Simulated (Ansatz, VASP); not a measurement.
## One calculation of Ni, two programs

The input INCAR:

```
SYSTEM = Ni
PREC = Accurate ; ENCUT = 600
EDIFF = 1E-6 ; ISMEAR = 0
SIGMA = 0.1 ; LREAL = .FALSE.
LASPH = .TRUE. ; NELM = 150
ALGO = Normal ; ISIF = 3
LWAVE = .FALSE. ; LCHARG = .FALSE.
ISPIN = 2 ; MAGMOM = 0.84
LORBIT = 11 ; LMAXMIX = 4
GGA = PE ; IBRION = 2
NSW = 100 ; EDIFFG = -0.005
```

The input KPOINTS:

```
regular mesh
0
G
  20 20 20
  0 0 0
```

The input POSCAR:

```
Ni
1.0
    0.0000000000      1.7599725270      1.7599725270
    1.7599725270      0.0000000000      1.7599725270
    1.7599725270      1.7599725270      0.0000000000
Ni
1
Direct
    0.0000000000      0.0000000000      0.0000000000
```

Input for Ansatz:

```yaml
crystal:
  lattice:
    - [0.0, 1.759972527, 1.759972527]
    - [1.759972527, 0.0, 1.759972527]
    - [1.759972527, 1.759972527, 0.0]
  atoms:
    - { symbol: Ni, position: [0.0, 0.0, 0.0], spin: 0.84 }
basis:
  ecutwfc: 420
kpoints:
  mp_grid: { grid: [20, 20, 20] }
hamiltonian:
  xc: pbe
scf:
  occupations: { method: gaussian, width: 0.1 }
output:
  forces: true
  stress: true
  eigenvalues: true
  populations: true
  write_density: true
  write_potential: true
  elf: true
  volumetric_format: npy
magnetization:
  spin_polarized: true
relax:
  adjacent_minimum: "off"
  f_tol: 0.005
  max_steps: 80
  cell: { stress_tol: 0.05 }
```

Alike in both runs: task relaxation of cell and atoms; functional PBE; k mesh 20 × 20 × 20; occupations gaussian, width 0.1 eV; collinear spin.

|  | VASP | Ansatz |
| --- | --- | --- |
| version | VASP 6.6.1 | Ansatz 0.2.0 |
| potentials or method | VASP PAW PBE potentials, release 64 (Ni), cutoff 600 eV | scalar-relativistic, plane waves, PAW |
| valence electrons in the cell | 10 | 18 |

```tsv
	VASP	Ansatz	Ansatz less VASP
gap on the k mesh at the Fermi level, each at its own relaxed structure (eV)	none	none	-
net moment per atom (μB)	0.63	0.64	+0.010
size of the moment on the site where the two differ most (μB)	0.64	0.68	+0.037
relaxed volume (Å³/atom)	10.88	10.89	+0.009
relaxed cell length with the largest relative difference (Å)	2.487	2.488	+0.0007
```

Site moments also hang on the region over which each program counts them. A gap of «none» marks a metal or a gap that the smearing closes. VASP's potentials hold 10 valence electrons a cell and Ansatz's 18, so a difference there can come from the potentials and not from the codes.
